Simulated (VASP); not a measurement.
The system is AgI.

```
Ag I
1.0
     0.00000    3.28863    3.28863
     3.28863    0.00000    3.28863
     3.28863    3.28863    0.00000
Ag I
1 1
Direct
  0.00000 0.00000 0.00000
  0.25000 0.25000 0.25000
```

Base run:

* Program: VASP 6.6.1
* Functional: PBE0
* Potentials or basis: VASP PAW PBE potentials, release 64 (Ag, I)
* Cutoff: 400 eV
* k mesh: 4 × 4 × 4
* Occupations: gaussian, width 0.01 eV
* Spin: no spin polarisation

Its results: band gap on the k mesh 3.19 eV; pressure 0.3 GPa.

Q: The run is repeated on the same cell with these changes: functional from PBE0 to r2SCAN0; cutoff from 400 eV to 440 eV. What comes out?

A: Band gap on the k mesh 3.44 eV; pressure 0.0 GPa.

Caveats: the PAW data sets were made with another functional, which shifts forces and pressure a little; spin-orbit coupling is left out, which moves the levels of the heavy elements.

